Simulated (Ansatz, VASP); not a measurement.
**Two plane-wave programs on MoSe**

File INCAR:

```
ALGO = Normal
EDIFF = 1E-6
ENCUT = 520
GGA = PE
ISIF = 2
ISMEAR = 0
ISPIN = 2
LASPH = T
LCHARG = F
LMAXMIX = 4
LORBIT = 11
LREAL = F
LWAVE = F
MAGMOM = 3.5 0
NBANDS = 21
NELM = 150
PREC = Accurate
SIGMA = 0.1
```

The input KPOINTS:

```
k-points
0
Gamma
  14 14 14
```

The input POSCAR:

```
MoSe
1.0
    3.1462013392      0.0000000000      0.0000000000
    0.0000000000      3.1462013392      0.0000000000
    0.0000000000      0.0000000000      3.1462013392
Mo Se
1 1
Direct
    0.0000000000      0.0000000000      0.0000000000
    0.5000000000      0.5000000000      0.5000000000
```

Input for Ansatz:

```yaml
crystal:
  lattice:
    - [3.1462013394, 0.0, 0.0]
    - [0.0, 3.1462013394, 0.0]
    - [0.0, 0.0, 3.1462013394]
  atoms:
    - { symbol: Mo, position: [0.0, 0.0, 0.0], spin: 3.5 }
    - { symbol: Se, position: [0.5, 0.5, 0.5] }
basis:
  ecutwfc: 420
kpoints:
  mp_grid: { grid: [14, 14, 14] }
hamiltonian:
  xc: pbe
scf:
  occupations: { method: gaussian, width: 0.1 }
  lower_state_search: "off"
output:
  forces: true
  stress: true
  eigenvalues: true
  populations: true
magnetization:
  spin_polarized: true
```

Alike in both runs: task single point; functional PBE; k mesh 14 × 14 × 14; occupations gaussian, width 0.1 eV; collinear spin.

|  | VASP | Ansatz |
| --- | --- | --- |
| version | VASP 6.6.1 | Ansatz 0.2.0 |
| potentials or method | VASP PAW PBE potentials, release 64 (Mo_sv, Se), cutoff 520 eV | scalar-relativistic, plane waves, PAW |
| valence electrons in the cell | 20 | 30 |

VASP gave:

| Quantity | Value |
| --- | --- |
| gap on the k mesh at the Fermi level (eV) | none |
| pressure (GPa) | 0.3 |
| net moment per atom (μB) | 0.00 |

Task: Estimate Ansatz's values.

Result: gap on the k mesh at the Fermi level (eV): none; pressure (GPa): 0.0; net moment per atom (μB): 0.00.

A gap of «none» marks a metal or a gap that the smearing closes. VASP's potentials hold 20 valence electrons a cell and Ansatz's 30, so a difference there can come from the potentials and not from the codes. Ansatz's warnings: seeded moment not kept.
